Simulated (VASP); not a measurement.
# Ge: single point with PBE+D3(BJ)

**The experiment to reproduce.**

From “Electronic and optical properties of SixGe1-x-ySny alloys lattice-matched to Ge”, 2021, arxiv:2109.02782, for a bulk crystal of Ge at 293 K: band gap 0.666 eV (indirect).

Ge:

```
Ge
1.0
     0.00000    2.87833    2.87833
     2.87833    0.00000    2.87833
     2.87833    2.87833    0.00000
Ge
2
Direct
  0.00000 0.00000 0.00000
  0.25000 0.25000 0.25000
```

```
Program                : VASP 6.6.1
Task                   : single point
Functional             : PBE
Dispersion             : D3(BJ)
Potentials or basis    : VASP PAW PBE potentials, release 64 (Ge_d)
Cutoff                 : 520 eV
k mesh                 : 6 × 6 × 6
Occupations            : fermi-dirac, width 0.05 eV
Spin                   : no spin polarisation
Dipole correction      : no
Further INCAR settings : ALGO = Normal; EDIFF = 1e-06; NBANDS = 21
```

| Property | Result |
| --- | --- |
| Pressure | -1.7 GPa |
| Band gap on the k mesh | zero (filled and empty bands touch) |
| Dispersion energy per atom | -0.282 eV |

Levels at points of the mesh, in eV from the Fermi level:
| k point | band 11 | band 12 | band 13 | band 14 | band 15 | band 16 | band 17 | band 18 |
| --- | --- | --- | --- | --- | --- | --- | --- | --- |
| (0.00, 0.00, 0.00) | -12.36 | -0.40 | 0.03 | 0.03 | 0.03 | 2.56 | 2.56 | 2.56 |
| (0.50, 0.00, 0.00) | -10.39 | -7.34 | -1.30 | -1.30 | 0.06 | 3.75 | 3.75 | 7.13 |
| (0.50, 0.50, 0.00) | -8.67 | -8.67 | -2.87 | -2.87 | 0.84 | 0.84 | 9.12 | 9.12 |

Wall time 10 s on 1 thread of Intel(R) Xeon(R) 6975P-C (Granite Rapids), with other jobs on the host, peak memory 0.17 GiB.

Against the measured gap of Ge, 0.666 eV (indirect; 293 K; “Electronic and optical properties of SixGe1-x-ySny alloys lattice-matched to Ge”, 2021, arxiv:2109.02782), the calculated 0.00 eV is off by -0.67 eV. 3 values of this kind are on record (0.666 to 0.807 eV); this one was drawn at random among those near their median. Spin-orbit coupling on Ge is left out. The value is that of PBE+D3(BJ) on a finite k mesh, which can miss the band edges, without temperature or zero-point motion. Semilocal functionals fall short of measured gaps as a rule.

Caveat: pairwise dispersion overbinds metals, which lowers pressure and volume.
